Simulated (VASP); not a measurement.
## Ca: single point with PBE

Crystal: Ca.

```
Ca
1.0
     0.00000    2.70693    2.70693
     2.70693    0.00000    2.70693
     2.70693    2.70693    0.00000
Ca
1
Direct
  0.00000 0.00000 0.00000
```

```yaml
Program: VASP 6.6.1
Task: single point
Functional: PBE
Potentials_or_basis: VASP PAW PBE potentials, release 64 (Ca_sv)
Cutoff: 520 eV
k_mesh: 34 × 34 × 34
Occupations: fermi-dirac, width 0.0612256 eV
Spin: no spin polarisation
Dipole_correction: no
Further_INCAR_settings: ALGO = Normal; EDIFF = 1e-07; NBANDS = 11
```

```
Pressure               : 1.2 GPa
Band gap on the k mesh : zero (bands 5 and 6 overlap by 0.26 eV)
```

Levels at points of the mesh, in eV from the Fermi level:
| k point | band 2 | band 3 | band 4 | band 5 | band 6 | band 7 | band 8 | band 9 |
| --- | --- | --- | --- | --- | --- | --- | --- | --- |
| (0.00, 0.00, 0.00) | -22.78 | -22.78 | -22.78 | -4.14 | 2.42 | 2.42 | 2.42 | 3.57 |
| (0.50, 0.00, 0.00) | -22.96 | -22.81 | -22.81 | -1.01 | -0.11 | 2.29 | 2.29 | 4.31 |
| (0.50, 0.50, 0.00) | -22.95 | -22.85 | -22.85 | -0.52 | 0.54 | 1.09 | 4.30 | 4.51 |

Wall time 3.2 min on 1 thread of AMD EPYC 9R45 96-Core Processor (Zen 5), with other jobs on the host, peak memory 0.5 GiB.
